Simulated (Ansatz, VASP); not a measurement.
# One calculation of Ca, two programs

POSCAR

```
Ca
1.0
    0.0000000000      2.7942000000      2.7942000000
    2.5846350000      0.0000000000      2.7942000000
    2.5846350000      2.7942000000      0.0000000000
Ca
1
Direct
    0.0000000000      0.0000000000      0.0000000000
```

Contents of INCAR.step1:

```
SYSTEM = Ca
ALGO     = Normal         ! electronic algorithm
EDIFF    = 1E-4           ! SCF threshold, eV
ENCUT    = 520            ! plane-wave cutoff, eV
GGA      = PE             ! functional
ISMEAR   = 0              ! smearing method
LASPH    = .TRUE.         ! aspherical terms in the spheres
LCHARG   = .FALSE.        ! write CHGCAR
LREAL    = .FALSE.        ! projectors in reciprocal space
LWAVE    = .TRUE.         ! write WAVECAR
NBANDS   = 11             ! bands
NELM     = 80             ! most SCF steps
PREC     = Accurate       ! precision mode
SIGMA    = 0.15           ! smearing width, eV
```

The input INCAR.step2:

```
SYSTEM = Ca
ALGO     = Normal         ! electronic algorithm
EDIFF    = 1E-6           ! SCF threshold, eV
ENCUT    = 520            ! plane-wave cutoff, eV
ISIF     = 2              ! what is computed and relaxed
ISMEAR   = 0              ! smearing method
ISTART   = 1            
LASPH    = .TRUE.         ! aspherical terms in the spheres
LCHARG   = .FALSE.        ! write CHGCAR
LMIXTAU  = .TRUE.       
LREAL    = .FALSE.        ! projectors in reciprocal space
LWAVE    = .FALSE.        ! write WAVECAR
METAGGA  = R2SCAN         ! meta-GGA
NBANDS   = 11             ! bands
NELM     = 80             ! most SCF steps
PREC     = Accurate       ! precision mode
SIGMA    = 0.15           ! smearing width, eV
```

KPOINTS

```
k-points
0
G
  14 14 14
  0 0 0
```

Input for Ansatz:

```yaml
crystal:
  lattice:
    - [0.0, 2.7942, 2.7942]
    - [2.584635, 0.0, 2.7942]
    - [2.584635, 2.7942, 0.0]
  atoms:
    - { symbol: Ca, position: [0.0, 0.0, 0.0] }
basis:
  ecutwfc: 500
kpoints:
  mp_grid: { grid: [14, 14, 14] }
hamiltonian:
  xc: r2scan
scf:
  occupations: { method: gaussian, width: 0.15 }
output:
  forces: true
  stress: true
  eigenvalues: true
```

Change from the starting cell: strain -0.0750 x Voigt [1, 0, 0, 0, 0, 0], atoms carried along.

Alike in both runs: task single point; functional r2SCAN; k mesh 14 × 14 × 14; occupations gaussian, width 0.15 eV; no spin polarisation.

```csv
,VASP,Ansatz
version,VASP 6.6.1,Ansatz 0.2.0
potentials or method,"VASP PAW PBE potentials, release 64 (Ca_sv), cutoff 520 eV","scalar-relativistic, plane waves, PAW"
valence electrons in the cell,10,10
```

|  | VASP | Ansatz | Ansatz less VASP |
| --- | --- | --- | --- |
| gap on the k mesh at the Fermi level (eV) | none | none | - |
| pressure (GPa) | 1.4 | 1.3 | -0.07 |
| traceless stress, the component that is largest in VASP (GPa) | 0.24 | 0.24 | 0.000 |

VASP's potentials were made for PBE, not for r2SCAN. A gap of «none» marks a metal or a gap that the smearing closes.
